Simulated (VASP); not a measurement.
# As (R-3m) in VASP: single point with PBE

Aim: the single point of As with PBE.

All numbers are computed with VASP 6.6.1; they aren't measurements. Logs are shortened: lines on timing, memory, paths and dates and some standing lists are left out, and cuts for length are marked.

**1. The cell of the first run**

Symmetry: R-3m, No. 166, trigonal system. The conventional cell has a = 3.762 Å, b = 3.762 Å, c = 10.542 Å, α = 90.00°, β = 90.00°, γ = 120.00°. As (site symmetry 3m) has 6 As at 2.51 to 3.14 Å within 3.3 Å.

**2. Single point, PBE**

Contents of INCAR:

```
PREC     = Accurate       # precision mode
ENCUT    = 500            # plane-wave cutoff, eV
EDIFF    = 1E-6           # SCF threshold, eV
ISMEAR   = -1             # smearing method
SIGMA    = 0.15           # smearing width, eV
LREAL    = F              # projectors in reciprocal space
LASPH    = T              # aspherical terms in the spheres
NELM     = 120            # most SCF steps
ALGO     = Normal         # electronic algorithm
ISIF     = 2              # what is computed and relaxed
LWAVE    = F              # write WAVECAR
LCHARG   = T              # write CHGCAR
GGA      = PE             # functional
LELF     = T              # ELF
LVHAR    = T            
NBANDS   = 12             # bands
GGA_COMPAT= F
```

Contents of KPOINTS:

```
regular mesh
0
Gamma
  7 7 7
```

Contents of POSCAR:

```
As
1.0
    1.8807969000      1.0858786000      3.5140619900
   -1.8807969000      1.0858786000      3.5140619900
    0.0000000000     -2.1717571900      3.5140619900
As
2
Direct
    0.7739999997      0.7739999997      0.7740000033
    0.2259999997      0.2259999997      0.2260000008
```

Potentials or basis: VASP PAW PBE potentials, release 64 (As).

Command:

```
> cat potpaw_PBE.64/As/POTCAR > POTCAR
> mpirun -np 1 vasp_std > vasp.out
```

OUTCAR:

```text
PREC = Accurate
   ENCUT = 500
   EDIFF = 1E-6
   ISMEAR = -1
   LREAL = F
   LASPH = T
   NELM = 120
   ISIF = 2
   GGA = PE

 ion  position               nearest neighbor table
   1  0.774  0.774  0.774-   2 2.51   2 2.51   2 2.51
   2  0.226  0.226  0.226-   1 2.51   1 2.51   1 2.51

  LATTYP: Found a trigonal (rhomboedric) cell.
 ALAT       =     4.1309999979
 COS(alpha) =     0.5854247158

  Lattice vectors:

 A1 = (   1.8807969000,   1.0858786000,   3.5140619900)
 A2 = (  -1.8807969000,   1.0858786000,   3.5140619900)
 A3 = (   0.0000000000,  -2.1717571900,   3.5140619900)

Analysis of symmetry for initial positions (statically):
=====================================================================
 Subroutine PRICEL returns:
 Original cell was already a primitive cell.

 Routine SETGRP: Setting up the symmetry group for a
 trigonal (rhombohedral) supercell.

 Subroutine GETGRP returns: Found 12 space group operations
 (whereof 12 operations were pure point group operations)
 out of a pool of 12 trial point group operations.

The static configuration has the point symmetry D_3d.

Analysis of symmetry for dynamics (positions and initial velocities):
=====================================================================
 Subroutine PRICEL returns:
 Original cell was already a primitive cell.

 Routine SETGRP: Setting up the symmetry group for a
 trigonal (rhombohedral) supercell.

 Subroutine GETGRP returns: Found 12 space group operations
 (whereof 12 operations were pure point group operations)
 out of a pool of 12 trial point group operations.

The dynamic configuration has the point symmetry D_3d.

 Subroutine INISYM returns: Found 12 space group operations
 (whereof 12 operations are pure point group operations),
 and found     1 'primitive' translations

----------------------------------------------------------------------------------------

                                     Primitive cell

  volume of cell :      43.0610

  direct lattice vectors                    reciprocal lattice vectors
     1.880796900  1.085878600  3.514061990     0.265844760  0.153485544  0.094856987
    -1.880796900  1.085878600  3.514061990    -0.265844760  0.153485544  0.094856987
     0.000000000 -2.171757190  3.514061990     0.000000000 -0.306971087  0.094856988

  length of vectors
     4.130999998  4.130999998  4.130999995     0.321292851  0.321292851  0.321292852

  position of ions in fractional coordinates (direct lattice)
     0.774000000  0.774000000  0.774000003
     0.226000000  0.226000000  0.226000001

  ion indices of the primitive-cell ions
   primitive index   ion index
                 1           1
                 2           2

----------------------------------------------------------------------------------------

 KPOINTS: regular mesh

Automatic generation of k-mesh.
 Grid dimensions read from file:
 generate k-points for:    7    7    7

 Generating k-lattice:

  Cartesian coordinates                     Fractional coordinates (reciprocal lattice)
     0.037977823  0.021926506  0.013550998     0.142857143  0.000000000 -0.000000000
    -0.037977823  0.021926506  0.013550998     0.000000000  0.142857143 -0.000000000
     0.000000000 -0.043853012  0.013550998     0.000000000  0.000000000  0.142857143

  Length of vectors
     0.045898979  0.045898979  0.045898979

  Shift w.r.t. Gamma in fractional coordinates (k-lattice)
     0.000000000  0.000000000  0.000000000

 Subroutine IBZKPT returns following result:
 ===========================================

 Found     44 irreducible k-points:

 Following reciprocal coordinates:
            Coordinates               Weight
  0.000000  0.000000  0.000000      1.000000
  0.142857  0.000000  0.000000      6.000000
  0.285714  0.000000 -0.000000      6.000000
  0.428571  0.000000  0.000000      6.000000
  0.142857  0.142857  0.000000      6.000000
  0.285714  0.142857  0.000000     12.000000
[... 16 lines left out ...]
  0.285714  0.285714  0.142857      6.000000
  0.428571  0.285714  0.142857     12.000000
 [... further k-points ...]
   k-points           NKPTS =     44   k-points in BZ     NKDIM =     44   number of bands    NBANDS=     12
   number of dos      NEDOS =    301   number of ions     NIONS =      2
   total plane-waves  NPLWV =  27000
   dimension x,y,z NGX =    30 NGY =   30 NGZ =   30
   dimension x,y,z NGXF=    60 NGYF=   60 NGZF=   60
   ions per type =               2
   NGX,Y,Z   is equivalent  to a cutoff of  12.07, 12.07, 12.07 a.u.
   NGXF,Y,Z  is equivalent  to a cutoff of  24.15, 24.15, 24.15 a.u.
 SYSTEM =  unknown system
   PREC   = accura    normal or accurate (medium, high low for compatibility)
   ISTART =      0    job   : 0-new  1-cont  2-samecut
   ICHARG =      2    charge: 1-file 2-atom 10-const
   ISPIN  =      1    spin polarized calculation?
   LNONCOLLINEAR =      F non collinear calculations
   LSORBIT =      F    spin-orbit coupling
   LASPH  =      T    aspherical Exc in radial PAW
   ENCUT  =  500.0 eV  36.75 Ry    6.06 a.u.   7.53  7.53  7.53*2*pi/ulx,y,z
   NELM   =    120;   NELMIN=  2; NELMDL= -5     # of ELM steps
   EDIFF  = 0.1E-05   stopping-criterion for ELM
   LREAL  =      F    real-space projection
   EDIFFG = 0.1E-04   stopping-criterion for IOM
   NSW    =      0    number of steps for IOM
   IBRION =     -1    ionic relax: 0-MD 1-quasi-New 2-CG
   NFREE  =      0    steps in history (QN), initial steepest desc. (CG)
   ISIF   =      2    stress and relaxation
   ISYM   =      2    0-nonsym 1-usesym 2-fastsym
   POTIM  = 0.5000    time-step for ionic-motion
   TEBEG  =    0.0;   TEEND  =   0.0 temperature during run
   PSTRESS=    0.0 pullay stress
   NELECT =      10.0000    total number of electrons
   NUPDOWN=      -1.0000    fix difference up-down
   EMIN   =  10.00;   EMAX   =-10.00  energy-range for DOS
   EFERMI =   0.00;   METHOD = LEGACY
   ISMEAR =    -1;   SIGMA  =   0.15  broadening in eV -4-tet -1-fermi 0-gaus
   EFERMI_NEDOS =   21; number of points for ismear=-14 and -15
   IALGO  =     38    algorithm
   IMIX   =      4    mixing-type and parameters
     AMIX     =   0.40;   BMIX     =  1.00
     AMIX_MAG =   1.60;   BMIX_MAG =  1.00
  volume/ion in A,a.u.               =      21.53       145.29
  Fermi-wavevector in a.u.,A,eV,Ry     =   1.006268  1.901570 13.776916  1.012575
  Thomas-Fermi vector in A             =   2.138999
   LORBIT       =      0    0 simple, 1 ext, 2 COOP (PROOUT), +10 PAW based schemes
   GGA     = PE    functional components
   LHFCALC =     F    Hartree Fock is set to
   AEXX    =    0.0000 exact exchange contribution
   IVDW    =     0    specifies the selected vdW correction
   LEPSILON=     F    determine dielectric tensor
   LRPA    =     F    only Hartree local field effects (RPA)
 non-spin polarized calculation
  energy-cutoff  :      500.00
  volume of cell :       43.06
 maximum number of plane-waves:      1111
 NGX is ok and might be reduce to    30
   NGX = 15   NGY = 15   NGZ = 15

 number of electron      10.0000000 magnetization

 Free energy of the ion-electron system (eV)
  ---------------------------------------------------
  ext. energy  EPLUGINS =         0.00000000
  ---------------------------------------------------
  free energy    TOTEN  =        -9.34521628 eV

  energy without entropy =       -9.32842763  energy(sigma->0) =       -9.33682196

 E-fermi :   5.5064     XC(G=0):  -9.9667

 val. band max:        5.4934459245   @ k =   0.4286   0.2857   0.2857
 cond. band min:       5.8845576852   @ k =   0.4286   0.1429   0.1429
 fundamental gap:      0.3911117607
 Fermi energy:         5.5064210323

 k-point     1 :       0.0000    0.0000    0.0000
  band No.  band energies     occupation
      1      -9.6075      2.00000
      2      -0.3287      2.00000
      3       2.9814      2.00000
      4       3.4193      2.00000
      5       3.4193      2.00000
      6       7.0519      0.00007
      7       8.3625      0.00000
      8       8.3625      0.00000
      9      12.3411      0.00000
     10      12.3411      0.00000
     11      12.8600      0.00000
     12      14.2383      0.00000

 k-point     2 :       0.1429    0.0000    0.0000
  band No.  band energies     occupation
      1      -9.3346      2.00000
      2      -1.2366      2.00000
      3       2.9043      2.00000
      4       3.2207      2.00000
      5       3.5021      2.00000
      6       7.3140      0.00001
      7       7.9840      0.00000
      8       8.1578      0.00000
      9      11.1909      0.00000
     10      12.0030      0.00000
     11      12.2615      0.00000
     12      15.7725      0.00000

 k-point     3 :       0.2857    0.0000   -0.0000
  band No.  band energies     occupation
      1      -8.5318      2.00000
      2      -3.1673      2.00000
      3       2.6319      2.00000
      4       2.8528      2.00000
      5       4.1289      1.99979
      6       6.3858      0.00567
      7       7.1258      0.00004
      8       7.4871      0.00000
      9      11.8492      0.00000
     10      12.5526      0.00000
     11      13.6322      0.00000
     12      17.9839      0.00000
[... 286 lines left out ...]
 k-point    23 :       0.2857    0.2857    0.1429
  band No.  band energies     occupation
      1      -8.9006      2.00000
      2      -2.5776      2.00000
      3       1.9516      2.00000
      4       2.6864      2.00000
      5       4.7371      1.98822
      6       6.9385      0.00014
      7       7.8810      0.00000
      8       8.6130      0.00000
      9      11.5094      0.00000
     10      13.5563      0.00000
     11      14.5329      0.00000
     12      15.7854      0.00000

 k-point    24 :       0.4286    0.2857    0.1429
  band No.  band energies     occupation
      1      -8.2461      2.00000
      2      -3.3493      2.00000
      3       0.6976      2.00000
      4       1.9756      2.00000
      5       4.3892      1.99884
      6       7.2188      0.00002
      7       8.4521      0.00000
      8       9.4120      0.00000
      9      11.4329      0.00000
     10      14.4791      0.00000
     11      15.7816      0.00000
     12      16.0165      0.00000

 [... further k-points ...]

------------------------ aborting loop because EDIFF is reached ----------------------------------------

  FORCE on cell =-STRESS in cart. coord.  units (eV):
  Direction    XX          YY          ZZ          XY          YZ          ZX
  --------------------------------------------------------------------------------------
  -------------------------------------------------------------------------------------
  Total        1.1467584      1.1467584      0.8889355     -0.0000000      0.0000000      0.0000000
  in kB       42.6676435     42.6676435     33.0747820     -0.0000000      0.0000000      0.0000000
  external PRESSURE =      39.4700230 kB  Pullay stress =       0.0000000 kB

 VOLUME and BASIS-vectors are now :
 -----------------------------------------------------------------------------
  energy-cutoff  :      500.00
  volume of cell :       43.06
      direct lattice vectors                 reciprocal lattice vectors
     1.880796900  1.085878600  3.514061990     0.265844760  0.153485544  0.094856987
    -1.880796900  1.085878600  3.514061990    -0.265844760  0.153485544  0.094856987
     0.000000000 -2.171757190  3.514061990     0.000000000 -0.306971087  0.094856988

 POSITION                                       TOTAL-FORCE (eV/Angst)
 -----------------------------------------------------------------------------------
      0.00000     -0.00000      8.15965         0.000000     -0.000000     -0.457933
      0.00000     -0.00000      2.38253         0.000000      0.000000      0.457933
 -----------------------------------------------------------------------------------
    total drift:                               -0.000000      0.000002     -0.000002

  FREE ENERGIE OF THE ION-ELECTRON SYSTEM (eV)
  ---------------------------------------------------
  free  energy   TOTEN  =        -9.3452162821 eV

  energy  without entropy=       -9.3284276296  energy(sigma->0) =       -9.33682196
```

Wall time 19 s (1 thread of Intel Xeon Platinum 8259CL at 2.50GHz (Skylake/Cascade Lake), shared host); peak memory 0.17 GiB.

Results:

* Free energy: -9.3452 eV
* Pressure: 3.9 GPa
* Largest force: 0.458 eV/Å
* Band gap on the k mesh: zero (bands 5 and 6 overlap by 0.02 eV)

Forces on the atoms (eV/Å):
```
As   0.000  0.000 -0.458
As   0.000  0.000  0.458
```

Caveat: the cell stands under pressure.
